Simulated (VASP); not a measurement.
Set up this calculation in VASP 6.6.1, as the native input.

```yaml
Task: single point
Functional: LDA
Potentials_or_basis: VASP PAW LDA potentials, release 64 (Ge_d)
Cutoff: 520 eV
k_mesh: 12 × 12 × 12
Occupations: gaussian, width 0.01 eV
Spin: no spin polarisation
Dipole_correction: no
Further_INCAR_settings: ALGO = Normal; EDIFF = 1e-06; NBANDS = 21
```

The structure of Ge lies in POSCAR:

```
Ge
1.0
    0.0000000000      2.8389684436      2.7893365386
    2.8389684436      0.0000000000      2.7893365386
    2.8389684436      2.8389684436      0.0000000000
Ge
2
Direct
    0.0000000000      0.0000000000      0.0000000000
    0.2500000000      0.2500000000      0.2500000000
```

These files were run (other wordings do the same):

INCAR

```
  ALGO = Normal
  EDIFF = 1E-6
  ENCUT = 520
  ISIF = 2
  ISMEAR = 0
  LASPH = T
  LCHARG = F
  LREAL = F
  LWAVE = F
  NBANDS = 21
  NELM = 60
  PREC = Accurate
  SIGMA = 0.01
```

KPOINTS

```
k-points
0
Gamma
  12 12 12
```

Potentials or basis: VASP PAW LDA potentials, release 64 (Ge_d).

The run is started by

```bash
$ cat potpaw_LDA.64/Ge_d/POTCAR > POTCAR
$ mpirun -np 1 vasp_std > vasp.out
```

It gave:

```
Pressure               : -0.7 GPa
Band gap on the k mesh : 0.13 eV, indirect (least direct gap 0.13 eV)
```

Run time: 90 s on 1 thread of Intel(R) Xeon(R) Platinum 8488C (Sapphire Rapids) (shared host), peak memory 0.23 GiB.
